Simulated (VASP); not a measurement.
# MgB2 (P6/mmm) in VASP: notebook

The runs below take MgB2 through electric field gradients, density of states, with PBE, revPBE.

Everything below comes from runs of VASP 6.6.1. Logs are shortened: lines on timing, memory, paths and dates and some standing lists are left out, and cuts for length are marked.

### Step 1. The cell of the first run

It takes space group P6/mmm (No. 191, hexagonal). Conventional cell: a = 3.085 Å, b = 3.085 Å, c = 3.523 Å, α = 90.00°, β = 90.00°, γ = 120.00°. Mg (site symmetry 6/mmm) has 12 B at 2.51 Å and 6 Mg at 3.09 Å within 3.3 Å. B (site symmetry -6m2) has 3 B at 1.78 Å within 2.4 Å.

### Step 2. Electric field gradients, PBE

Input file INCAR:

```
ALGO = Normal
EDIFF = 1E-8
ENCUT = 520
GGA = PE
ISIF = 2
ISMEAR = -1
LASPH = T
LCHARG = F
LEFG = T
LREAL = F
LWAVE = F
NBANDS = 11
NELM = 80
PREC = Accurate
SIGMA = 0.05
```

Input file KPOINTS:

```
k-points
0
Gamma
  15 15 12
```

Input file POSCAR:

```
MgB2
1.0
    3.0850007055      0.0000000000      0.0000000000
   -1.5425003528      2.6716889817      0.0000000000
    0.0000000000      0.0000000000      3.5230000000
Mg B
1 2
Direct
    0.0000000000      0.0000000000      0.0000000000
    0.3333333333      0.6666666667      0.5000000000
    0.6666666667      0.3333333333      0.5000000000
```

Potentials or basis: VASP PAW PBE potentials, release 64 (Mg, B).

Run with:

```console
$ cat potpaw_PBE.64/Mg/POTCAR potpaw_PBE.64/B/POTCAR > POTCAR
$ mpirun -np 1 vasp_std > vasp.out
```

OUTCAR:

```text
EDIFF = 1E-8
   ENCUT = 520
   GGA = PE
   ISIF = 2
   ISMEAR = -1
   LASPH = T
   LREAL = F
   NELM = 80
   PREC = Accurate

 ion  position               nearest neighbor table
   1  0.000  0.000  0.000-   2 2.51   3 2.51   2 2.51   3 2.51   3 2.51   3 2.51   2 2.51   2 2.51
                             3 2.51   3 2.51   2 2.51   2 2.51
   2  0.333  0.667  0.500-   3 1.78   3 1.78   3 1.78   1 2.51   1 2.51   1 2.51   1 2.51   1 2.51
                             1 2.51
   3  0.667  0.333  0.500-   2 1.78   2 1.78   2 1.78   1 2.51   1 2.51   1 2.51   1 2.51   1 2.51
                             1 2.51

  LATTYP: Found a hexagonal cell.
 ALAT       =     3.0850007055
 C/A-ratio  =     1.1419770484

  Lattice vectors:

 A1 = (   3.0850007055,   0.0000000000,   0.0000000000)
 A2 = (  -1.5425003528,   2.6716889817,   0.0000000000)
 A3 = (   0.0000000000,   0.0000000000,   3.5230000000)

Analysis of symmetry for initial positions (statically):
=====================================================================
 Subroutine PRICEL returns:
 Original cell was already a primitive cell.

 Routine SETGRP: Setting up the symmetry group for a
 hexagonal supercell.

 Subroutine GETGRP returns: Found 24 space group operations
 (whereof 24 operations were pure point group operations)
 out of a pool of 24 trial point group operations.

The static configuration has the point symmetry D_6h.

Analysis of symmetry for dynamics (positions and initial velocities):
=====================================================================
 Subroutine PRICEL returns:
 Original cell was already a primitive cell.

 Routine SETGRP: Setting up the symmetry group for a
 hexagonal supercell.

 Subroutine GETGRP returns: Found 24 space group operations
 (whereof 24 operations were pure point group operations)
 out of a pool of 24 trial point group operations.

The dynamic configuration has the point symmetry D_6h.

 Subroutine INISYM returns: Found 24 space group operations
 (whereof 24 operations are pure point group operations),
 and found     1 'primitive' translations

----------------------------------------------------------------------------------------

                                     Primitive cell

  volume of cell :      29.0371

  direct lattice vectors                    reciprocal lattice vectors
     3.085000706  0.000000000  0.000000000     0.324149034  0.187147532  0.000000000
    -1.542500353  2.671688982  0.000000000     0.000000000  0.374295065  0.000000000
     0.000000000  0.000000000  3.523000000     0.000000000  0.000000000  0.283848992

  length of vectors
     3.085000706  3.085000706  3.523000000     0.374295065  0.374295065  0.283848992

  position of ions in fractional coordinates (direct lattice)
     0.000000000  0.000000000  0.000000000
     0.333333333  0.666666667  0.500000000
     0.666666667  0.333333333  0.500000000

  ion indices of the primitive-cell ions
   primitive index   ion index
                 1           1
                 2           2
                 3           3

----------------------------------------------------------------------------------------

 KPOINTS: k-points

Automatic generation of k-mesh.
 Grid dimensions read from file:
 generate k-points for:   15   15   12

 Generating k-lattice:

  Cartesian coordinates                     Fractional coordinates (reciprocal lattice)
     0.021609936  0.012476502  0.000000000     0.066666667  0.000000000  0.000000000
     0.000000000  0.024953004  0.000000000     0.000000000  0.066666667  0.000000000
     0.000000000  0.000000000  0.023654083     0.000000000  0.000000000  0.083333333

  Length of vectors
     0.024953004  0.024953004  0.023654083

  Shift w.r.t. Gamma in fractional coordinates (k-lattice)
     0.000000000  0.000000000  0.000000000

 Subroutine IBZKPT returns following result:
 ===========================================

 Found    189 irreducible k-points:

 Following reciprocal coordinates:
            Coordinates               Weight
  0.000000  0.000000  0.000000      1.000000
  0.066667 -0.000000  0.000000      6.000000
  0.133333  0.000000  0.000000      6.000000
  0.200000  0.000000  0.000000      6.000000
  0.266667  0.000000  0.000000      6.000000
  0.333333  0.000000  0.000000      6.000000
[... 16 lines left out ...]
  0.333333  0.200000  0.000000     12.000000
  0.400000  0.200000  0.000000      6.000000
 [... further k-points ...]
   k-points           NKPTS =    189   k-points in BZ     NKDIM =    189   number of bands    NBANDS=     11
   number of dos      NEDOS =    301   number of ions     NIONS =      3
   total plane-waves  NPLWV =  16128
   dimension x,y,z NGX =    24 NGY =   24 NGZ =   28
   dimension x,y,z NGXF=    48 NGYF=   48 NGZF=   56
   ions per type =               1   2
   NGX,Y,Z   is equivalent  to a cutoff of  12.93, 12.93, 13.21 a.u.
   NGXF,Y,Z  is equivalent  to a cutoff of  25.87, 25.87, 26.43 a.u.
 SYSTEM =  unknown system
   PREC   = accura    normal or accurate (medium, high low for compatibility)
   ISTART =      0    job   : 0-new  1-cont  2-samecut
   ICHARG =      2    charge: 1-file 2-atom 10-const
   ISPIN  =      1    spin polarized calculation?
   LNONCOLLINEAR =      F non collinear calculations
   LSORBIT =      F    spin-orbit coupling
   LASPH  =      T    aspherical Exc in radial PAW
   ENCUT  =  520.0 eV  38.22 Ry    6.18 a.u.   5.74  5.74  6.55*2*pi/ulx,y,z
   NELM   =     80;   NELMIN=  2; NELMDL= -5     # of ELM steps
   EDIFF  = 0.1E-07   stopping-criterion for ELM
   LREAL  =      F    real-space projection
   EDIFFG = 0.1E-06   stopping-criterion for IOM
   NSW    =      0    number of steps for IOM
   IBRION =     -1    ionic relax: 0-MD 1-quasi-New 2-CG
   NFREE  =      0    steps in history (QN), initial steepest desc. (CG)
   ISIF   =      2    stress and relaxation
   ISYM   =      2    0-nonsym 1-usesym 2-fastsym
   POTIM  = 0.5000    time-step for ionic-motion
   TEBEG  =    0.0;   TEEND  =   0.0 temperature during run
   PSTRESS=    0.0 pullay stress
   NELECT =       8.0000    total number of electrons
   NUPDOWN=      -1.0000    fix difference up-down
   EMIN   =  10.00;   EMAX   =-10.00  energy-range for DOS
   EFERMI =   0.00;   METHOD = LEGACY
   ISMEAR =    -1;   SIGMA  =   0.05  broadening in eV -4-tet -1-fermi 0-gaus
   EFERMI_NEDOS =   21; number of points for ismear=-14 and -15
   IALGO  =     38    algorithm
   IMIX   =      4    mixing-type and parameters
     AMIX     =   0.40;   BMIX     =  1.00
     AMIX_MAG =   1.60;   BMIX_MAG =  1.00
  volume/ion in A,a.u.               =       9.68        65.32
  Fermi-wavevector in a.u.,A,eV,Ry     =   1.065255  2.013040 15.439457  1.134768
  Thomas-Fermi vector in A             =   2.200800
   LORBIT       =      0    0 simple, 1 ext, 2 COOP (PROOUT), +10 PAW based schemes
   GGA     = PE    functional components
   LHFCALC =     F    Hartree Fock is set to
   AEXX    =    0.0000 exact exchange contribution
   IVDW    =     0    specifies the selected vdW correction
   LEPSILON=     F    determine dielectric tensor
   LRPA    =     F    only Hartree local field effects (RPA)
 non-spin polarized calculation
  energy-cutoff  :      520.00
  volume of cell :       29.04
 maximum number of plane-waves:       806
 NGX is ok and might be reduce to    24
   NGX = 11   NGY = 11   NGZ = 13

 number of electron       8.0000000 magnetization

 Free energy of the ion-electron system (eV)
  ---------------------------------------------------
  ext. energy  EPLUGINS =         0.00000000
  ---------------------------------------------------
  free energy    TOTEN  =       -15.32509226 eV

  energy without entropy =      -15.31860681  energy(sigma->0) =      -15.32184953

 E-fermi :   5.2506     XC(G=0): -10.9111

 val. band max:        5.2428109087   @ k =   0.3333   0.2000   0.0833
 cond. band min:       5.2944977530   @ k =   0.3333   0.2000   0.3333
 fundamental gap:      0.0516868443
 Fermi energy:         5.2506132686

 k-point     1 :       0.0000    0.0000    0.0000
  band No.  band energies     occupation
      1      -7.1534      2.00000
      2       2.3281      2.00000
      3       5.6189      0.00126
      4       5.6189      0.00126
      5       6.9184      0.00000
      6      11.5586      0.00000
      7      11.5586      0.00000
      8      13.3350      0.00000
      9      15.1907      0.00000
     10      17.9131      0.00000
     11      21.4067      0.00000

 k-point     2 :       0.0667   -0.0000    0.0000
  band No.  band energies     occupation
      1      -7.0763      2.00000
      2       2.4033      2.00000
      3       5.2162      1.33104
      4       5.4312      0.05256
      5       6.9869      0.00000
      6      11.5105      0.00000
      7      11.9022      0.00000
      8      13.5079      0.00000
      9      14.9140      0.00000
     10      18.3068      0.00000
     11      21.0218      0.00000

 k-point     3 :       0.1333    0.0000    0.0000
  band No.  band energies     occupation
      1      -6.8454      2.00000
      2       2.6283      2.00000
      3       4.2058      2.00000
      4       4.9778      1.99149
      5       7.1995      0.00000
      6      11.2619      0.00000
      7      12.8191      0.00000
      8      13.9989      0.00000
      9      14.1454      0.00000
     10      19.3443      0.00000
     11      20.1994      0.00000
[... 267 lines left out ...]
 k-point    23 :       0.3333    0.2000    0.0000
  band No.  band energies     occupation
      1      -3.5235      2.00000
      2      -1.3245      2.00000
      3       0.9407      2.00000
      4       5.6580      0.00058
      5       8.4661      0.00000
      6      10.3354      0.00000
      7      11.6766      0.00000
      8      13.3831      0.00000
      9      14.9575      0.00000
     10      17.0542      0.00000
     11      17.9840      0.00000

 k-point    24 :       0.4000    0.2000    0.0000
  band No.  band energies     occupation
      1      -2.8170      2.00000
      2      -2.1265      2.00000
      3       0.8466      2.00000
      4       6.0498      0.00000
      5       7.9926      0.00000
      6      10.9046      0.00000
      7      11.2078      0.00000
      8      13.3052      0.00000
      9      14.8081      0.00000
     10      17.0746      0.00000
     11      18.9297      0.00000

 [... further k-points ...]

------------------------ aborting loop because EDIFF is reached ----------------------------------------

  FORCE on cell =-STRESS in cart. coord.  units (eV):
  Direction    XX          YY          ZZ          XY          YZ          ZX
  --------------------------------------------------------------------------------------
  -------------------------------------------------------------------------------------
  Total       -0.3409952     -0.3409953     -0.0250783      0.0000000     -0.0000000      0.0000000
  in kB      -18.8150381    -18.8150381     -1.3837422      0.0000000     -0.0000000      0.0000000
  external PRESSURE =     -13.0046061 kB  Pullay stress =       0.0000000 kB

 VOLUME and BASIS-vectors are now :
 -----------------------------------------------------------------------------
  energy-cutoff  :      520.00
  volume of cell :       29.04
      direct lattice vectors                 reciprocal lattice vectors
     3.085000706  0.000000000  0.000000000     0.324149034  0.187147532  0.000000000
    -1.542500353  2.671688982  0.000000000     0.000000000  0.374295065  0.000000000
     0.000000000  0.000000000  3.523000000     0.000000000  0.000000000  0.283848992

 POSITION                                       TOTAL-FORCE (eV/Angst)
 -----------------------------------------------------------------------------------
      0.00000      0.00000      0.00000         0.000000     -0.000000      0.000000
     -0.00000      1.78113      1.76150         0.000000     -0.000000      0.000000
      1.54250      0.89056      1.76150        -0.000000      0.000000     -0.000000
 -----------------------------------------------------------------------------------
    total drift:                                0.000000     -0.000000      0.000000

  FREE ENERGIE OF THE ION-ELECTRON SYSTEM (eV)
  ---------------------------------------------------
  free  energy   TOTEN  =       -15.3250922585 eV

  energy  without entropy=      -15.3186068066  energy(sigma->0) =      -15.32184953

 Electric field gradients (V/A^2)
---------------------------------------------------------------------
 ion       V_xx      V_yy      V_zz      V_xy      V_xz      V_yz
---------------------------------------------------------------------
   1       0.202     0.202    -0.404    -0.000    -0.000    -0.000
   2      -9.587    -9.587    19.174    -0.000     0.000    -0.000
   3      -9.587    -9.587    19.174    -0.000     0.000     0.000
---------------------------------------------------------------------

 Electric field gradients after diagonalization (V/A^2)
 (convention: |V_zz| > |V_xx| > |V_yy|)
----------------------------------------------------------------------
 ion       V_xx      V_yy      V_zz     asymmetry (V_yy - V_xx)/ V_zz
----------------------------------------------------------------------
   1       0.202     0.202    -0.404       0.000
   2      -9.587    -9.587    19.174       0.000
   3      -9.587    -9.587    19.174       0.000
----------------------------------------------------------------------

           NMR quadrupolar parameters

 Cq : quadrupolar parameter    Cq=e*Q*V_zz/h
 eta: asymmetry parameters     (V_yy - V_xx)/ V_zz
 Q  : nuclear electric quadrupole moment in mb (millibarn)
----------------------------------------------------------------------
 ion       Cq(MHz)       eta       Q (mb)
----------------------------------------------------------------------
   1      -0.001       0.000       1.000
   2       0.046       0.000       1.000
   3       0.046       0.000       1.000
----------------------------------------------------------------------
```

Run time: 22 s. Hardware: 1 thread of Intel Xeon Platinum 8488C (Sapphire Rapids), shared host; peak memory 0.19 GiB.

Results:

- Free energy: -15.3251 eV
- Pressure: -1.3 GPa
- Band gap on the k mesh: zero (band 4 reaches 7.06 eV, above the bottom of band 5 at 3.26 eV)

Stress tensor (GPa, compression positive):
```
-1.88  0.00  0.00
 0.00 -1.88  0.00
 0.00  0.00 -0.14
```

Electric field gradients, principal values (V/Å²):
```csv
atom,least,middle,greatest (by size)
1 Mg,0.202,0.202,-0.404
2 B,-9.587,-9.587,19.174
3 B,-9.587,-9.587,19.174
```

Caveat: without QUAD_EFG the Cq values of the log hold for a quadrupole moment of 1 mb, not for the nuclei.

(Part 1 of 2 ends here.)
